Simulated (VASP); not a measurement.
# Ti (Fd-3m) in VASP: further runs, part 2 of 2

VASP 6.6.1. Earlier steps stand in the parts before.

**3. Single point, PBE (volume scaled by 1.04)**

Contents of INCAR:

```
SYSTEM = Ti
PREC     = Accurate       ! precision mode
ENCUT    = 520            ! plane-wave cutoff, eV
EDIFF    = 1E-6           ! SCF threshold, eV
ISMEAR   = -1             ! smearing method
SIGMA    = 0.1            ! smearing width, eV
LREAL    = .False.        ! projectors in reciprocal space
LASPH    = .True.         ! aspherical terms in the spheres
NELM     = 60             ! most SCF steps
ALGO     = Normal         ! electronic algorithm
ISIF     = 2              ! what is computed and relaxed
LWAVE    = .False.        ! write WAVECAR
LCHARG   = .False.        ! write CHGCAR
GGA      = PE             ! functional
NBANDS   = 19             ! bands
```

Contents of KPOINTS:

```
Automatic mesh
0
Gamma
  16 16 16
  0 0 0
```

Contents of POSCAR:

```
Ti
1.0
    0.0000000000      2.8873536866      2.8873536866
    2.8873536866      0.0000000000      2.8873536866
    2.8873536866      2.8873536866      0.0000000000
Ti
2
Direct
    0.1250000000      0.1250000000      0.1250000000
    0.8750000000      0.8750000000      0.8750000000
```

Potentials or basis: VASP PAW PBE potentials, release 64 (Ti_sv).

The run is started by

```sh
$ cat potpaw_PBE.64/Ti_sv/POTCAR > POTCAR
$ mpirun -np 1 vasp_std > vasp.out
```

OUTCAR:

```text
SYSTEM = Ti
   PREC = Accurate
   ENCUT = 520
   EDIFF = 1E-6
   ISMEAR = -1
   LREAL = .False.
   LASPH = .True.
   NELM = 60
   ISIF = 2
   GGA = PE

 ion  position               nearest neighbor table
   1  0.125  0.125  0.125-   2 2.50   2 2.50   2 2.50   2 2.50
   2  0.875  0.875  0.875-   1 2.50   1 2.50   1 2.50   1 2.50

  LATTYP: Found a face centered cubic cell.
 ALAT       =     5.7747073732

  Lattice vectors:

 A1 = (   0.0000000000,   2.8873536866,   2.8873536866)
 A2 = (   2.8873536866,   0.0000000000,   2.8873536866)
 A3 = (   2.8873536866,   2.8873536866,   0.0000000000)

Analysis of symmetry for initial positions (statically):
=====================================================================
 Subroutine PRICEL returns:
 Original cell was already a primitive cell.

 Routine SETGRP: Setting up the symmetry group for a
 face centered cubic supercell.

 Subroutine GETGRP returns: Found 48 space group operations
 (whereof 12 operations were pure point group operations)
 out of a pool of 48 trial point group operations.

The static configuration has the point symmetry D_3d.
 The point group associated with its full space group is O_h .

Analysis of symmetry for dynamics (positions and initial velocities):
=====================================================================
 Subroutine PRICEL returns:
 Original cell was already a primitive cell.

 Routine SETGRP: Setting up the symmetry group for a
 face centered cubic supercell.

 Subroutine GETGRP returns: Found 48 space group operations
 (whereof 12 operations were pure point group operations)
 out of a pool of 48 trial point group operations.

The dynamic configuration has the point symmetry D_3d.
 The point group associated with its full space group is O_h .

 Subroutine INISYM returns: Found 48 space group operations
[... 110 lines left out ...]
   EMIN   =  10.00;   EMAX   =-10.00  energy-range for DOS
   EFERMI =   0.00;   METHOD = LEGACY
   ISMEAR =    -1;   SIGMA  =   0.10  broadening in eV -4-tet -1-fermi 0-gaus
   EFERMI_NEDOS =   21; number of points for ismear=-14 and -15
   IALGO  =     38    algorithm
   IMIX   =      4    mixing-type and parameters
     AMIX     =   0.40;   BMIX     =  1.00
     AMIX_MAG =   1.60;   BMIX_MAG =  1.00
  volume/ion in A,a.u.               =      24.07       162.44
  Fermi-wavevector in a.u.,A,eV,Ry     =   1.298081  2.453018 22.926025  1.685015
  Thomas-Fermi vector in A             =   2.429433
   LORBIT       =      0    0 simple, 1 ext, 2 COOP (PROOUT), +10 PAW based schemes
   GGA     = PE    functional components
   LHFCALC =     F    Hartree Fock is set to
   AEXX    =    0.0000 exact exchange contribution
   IVDW    =     0    specifies the selected vdW correction
   LEPSILON=     F    determine dielectric tensor
   LRPA    =     F    only Hartree local field effects (RPA)
 non-spin polarized calculation
  energy-cutoff  :      520.00
  volume of cell :       48.14
 maximum number of plane-waves:      1316
   NGX = 15   NGY = 15   NGZ = 15

 number of electron      24.0000009 magnetization

 Free energy of the ion-electron system (eV)
  ---------------------------------------------------
  ext. energy  EPLUGINS =         0.00000000
  ---------------------------------------------------
  free energy    TOTEN  =       -11.07584559 eV

  energy without entropy =      -10.84805847  energy(sigma->0) =      -10.96195203

 E-fermi :   4.9392     XC(G=0):  -9.7405

 val. band max:        4.9386519180   @ k =  -0.3125   0.4375   0.1875
 cond. band min:       4.9395472980   @ k =  -0.2500   0.4375   0.1875
 fundamental gap:      0.0008953800
 Fermi energy:         4.9392101291

 k-point     1 :       0.0000    0.0000    0.0000
  band No.  band energies     occupation
      1     -51.7942      2.00000
      2     -51.3742      2.00000
      3     -28.2276      2.00000
      4     -28.2276      2.00000
      5     -28.2276      2.00000
      6     -27.5868      2.00000
[... 505 lines left out ...]
      6     -27.5915      2.00000
[... 11 lines left out ...]
     18       8.5751      0.00000
     19       8.6529      0.00000

 [... further k-points ...]

------------------------ aborting loop because EDIFF is reached ----------------------------------------

  FORCE on cell =-STRESS in cart. coord.  units (eV):
  Direction    XX          YY          ZZ          XY          YZ          ZX
  --------------------------------------------------------------------------------------
  -------------------------------------------------------------------------------------
  Total       -0.3235857     -0.3235857     -0.3235857     -0.0000000     -0.0000000      0.0000000
  in kB      -10.7688668    -10.7688668    -10.7688668     -0.0000000     -0.0000000      0.0000000
  external PRESSURE =     -10.7688668 kB  Pullay stress =       0.0000000 kB

 VOLUME and BASIS-vectors are now :
 -----------------------------------------------------------------------------
  energy-cutoff  :      520.00
  volume of cell :       48.14
      direct lattice vectors                 reciprocal lattice vectors
     0.000000000  2.887353687  2.887353687    -0.173168948  0.173168948  0.173168948
     2.887353687  0.000000000  2.887353687     0.173168948 -0.173168948  0.173168948
     2.887353687  2.887353687  0.000000000     0.173168948  0.173168948 -0.173168948

 POSITION                                       TOTAL-FORCE (eV/Angst)
 -----------------------------------------------------------------------------------
      0.72184      0.72184      0.72184        -0.000000     -0.000000     -0.000000
      5.05287      5.05287      5.05287         0.000000      0.000000      0.000000
 -----------------------------------------------------------------------------------
    total drift:                               -0.000000      0.000000      0.000000

  FREE ENERGIE OF THE ION-ELECTRON SYSTEM (eV)
  ---------------------------------------------------
  free  energy   TOTEN  =       -11.0758455894 eV

  energy  without entropy=      -10.8480584711  energy(sigma->0) =      -10.96195203
```

stdout:

```text
POSCAR found type information on POSCAR Ti
 POSCAR found :  1 types and       2 ions
 scaLAPACK will be used
 LDA part: xc-table for (Slater+PW92), standard interpolation
 POSCAR, INCAR and KPOINTS ok, starting setup
 FFT: planning ... GRIDC
 FFT: planning ... GRID_SOFT
 FFT: planning ... GRID
 WAVECAR not read
 entering main loop
```

Wall time 1.8 min (1 thread of AMD EPYC 9R14 (Zen 4), shared host); peak memory 0.21 GiB.

What came out:

| Item | Value |
| --- | --- |
| Free energy | -11.0758 eV |
| Pressure | -1.1 GPa |
| Band gap on the k mesh | zero (band 12 reaches 5.01 eV, above the bottom of band 13 at 4.81 eV) |

**4. Single point, PBE (volume scaled by 1.08)**

Contents of INCAR:

```
SYSTEM = Ti
ALGO = Normal
EDIFF = 1E-7
ENCUT = 520
GGA = PE
ISIF = 2
ISMEAR = -1
LASPH = .TRUE.
LCHARG = .TRUE.
LELF = .TRUE.
LREAL = .FALSE.
LVHAR = .TRUE.
LWAVE = .FALSE.
NBANDS = 19
NELM = 60
PREC = Accurate
SIGMA = 0.1
```

Contents of KPOINTS:

```
k-points
0
G
  16 16 16
  0 0 0
```

Contents of POSCAR:

```
Ti
1.0
    0.0000000000      2.9239063478      2.9239063478
    2.9239063478      0.0000000000      2.9239063478
    2.9239063478      2.9239063478      0.0000000000
Ti
2
Direct
    0.1250000000      0.1250000000      0.1250000000
    0.8750000000      0.8750000000      0.8750000000
```

The run is started by

```sh
$ cat potpaw_PBE.64/Ti_sv/POTCAR > POTCAR
$ mpirun -np 1 vasp_std > vasp.out
```

Run time: 2.1 min. Hardware: 1 thread of AMD EPYC 9R14 (Zen 4), shared host; peak memory 0.22 GiB.

Results (log left out):

* Free energy: -11.0583 eV
* Pressure: -2.0 GPa
* Band gap on the k mesh: zero (band 12 reaches 4.71 eV, above the bottom of band 13 at 4.51 eV)

Levels at points of the mesh, in eV from the Fermi level:
| k point | band 8 | band 9 | band 10 | band 11 | band 12 | band 13 | band 14 | band 15 | band 16 | band 17 |
| --- | --- | --- | --- | --- | --- | --- | --- | --- | --- | --- |
| (0.00, 0.00, 0.00) | -32.59 | -4.62 | -0.46 | -0.46 | -0.12 | -0.12 | -0.12 | 1.57 | 1.57 | 1.57 |
| (0.50, 0.00, 0.00) | -32.52 | -1.88 | -1.17 | -0.45 | -0.45 | -0.07 | -0.07 | 0.29 | 2.28 | 2.28 |
| (0.50, 0.50, 0.00) | -32.45 | -1.50 | -1.50 | -0.05 | -0.05 | 0.04 | 0.04 | 1.47 | 1.47 | 3.36 |

**5. Single point, PBE (volume scaled by 1.12)**

Contents of INCAR:

```
ALGO = Normal ; EDIFF = 1E-7
ENCUT = 520 ; GGA = PE
ISIF = 2 ; ISMEAR = -1
LASPH = T ; LCHARG = F
LREAL = F ; LWAVE = F
NBANDS = 19 ; NELM = 60
PREC = Accurate ; SIGMA = 0.1
```

Contents of KPOINTS:

```
k-points
0
Gamma
  16 16 16
```

Contents of POSCAR:

```
Ti
1.0
    0.0000000000      2.9595672568      2.9595672568
    2.9595672568      0.0000000000      2.9595672568
    2.9595672568      2.9595672568      0.0000000000
Ti
2
Direct
    0.1250000000      0.1250000000      0.1250000000
    0.8750000000      0.8750000000      0.8750000000
```

The run is started by

```sh
$ cat potpaw_PBE.64/Ti_sv/POTCAR > POTCAR
$ mpirun -np 1 vasp_std > vasp.out
```

Run time: 2 min. Hardware: 1 thread of AMD EPYC 9R14 (Zen 4), shared host; peak memory 0.22 GiB.

It converged, with:

```
Free energy            : -11.0311 eV
Pressure               : -2.7 GPa
Band gap on the k mesh : zero (band 12 reaches 4.42 eV, above the bottom of band 13 at 4.24 eV)
```

Levels at points of the mesh, in eV from the Fermi level:
| k point | band 10 | band 11 | band 12 | band 13 | band 14 | band 15 |
| --- | --- | --- | --- | --- | --- | --- |
| (0.00, 0.00, 0.00) | -0.41 | -0.41 | -0.12 | -0.12 | -0.12 | 1.52 |
| (0.50, 0.00, 0.00) | -1.11 | -0.39 | -0.39 | -0.05 | -0.05 | 0.25 |
| (0.50, 0.50, 0.00) | -1.41 | -0.12 | -0.12 | 0.05 | 0.05 | 1.44 |

**6. Summary**

| cell | gap on the mesh (eV) | pressure (GPa) |
| --- | --- | --- |
| a = 4.030 Å, angles 60.0°, 2 atoms | none | 0.1 |
| a = 4.083 Å, angles 60.0°, 2 atoms | none | -1.1 |
| a = 4.135 Å, angles 60.0°, 2 atoms | none | -2.0 |
| a = 4.185 Å, angles 60.0°, 2 atoms | none | -2.7 |

Alike in all rows: task single point; level PBE; potentials or basis VASP PAW PBE potentials, release 64 (Ti_sv); no spin polarisation; k mesh 16 × 16 × 16; cutoff (eV) 520; smearing fermi-dirac 0.1 eV.

Total energies depend on the potentials used, so only differences within one code and one set of settings carry meaning.
